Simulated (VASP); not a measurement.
Crystal: MoS2.

```
Mo S
1.0
     3.21070    0.00000    0.00000
    -1.60535    2.78055    0.00000
     0.00000    0.00000   12.48618
Mo S
2 4
Direct
  0.66667 0.33333 0.75000
  0.33333 0.66667 0.25000
  0.66667 0.33333 0.37700
  0.33333 0.66667 0.87700
  0.66667 0.33333 0.12300
  0.33333 0.66667 0.62300
```

Base run:

| Item | Value |
| --- | --- |
| Program | VASP 6.6.1 |
| Functional | PBE |
| Dispersion | D3(BJ) |
| Potentials or basis | VASP PAW PBE potentials, release 64 (Mo_sv, S) |
| Cutoff | 520 eV |
| k mesh | 10 × 10 × 3 |
| Occupations | fermi-dirac, width 0.05 eV |
| Spin | no spin polarisation |

Its results: band gap on the k mesh 0.97 eV, indirect (least direct gap 1.77 eV); pressure -7.2 GPa; largest force 0.659 eV/Å.

The run is repeated on the same cell with these changes: functional from PBE to PBEsol; dispersion from D3(BJ) to none. What comes out?

Band gap on the k mesh 0.93 eV, indirect (least direct gap 1.78 eV); pressure -8.1 GPa; largest force 0.893 eV/Å.

Several settings changed at once, so the effect can't be laid on one alone.

Caveats: the PAW data sets were made with another functional, which shifts forces and pressure a little (some runs); this functional lacks dispersion, which binds the layers, so the pressure and a relaxed spacing across them are unreliable (some runs).

A k mesh can miss the band edges.
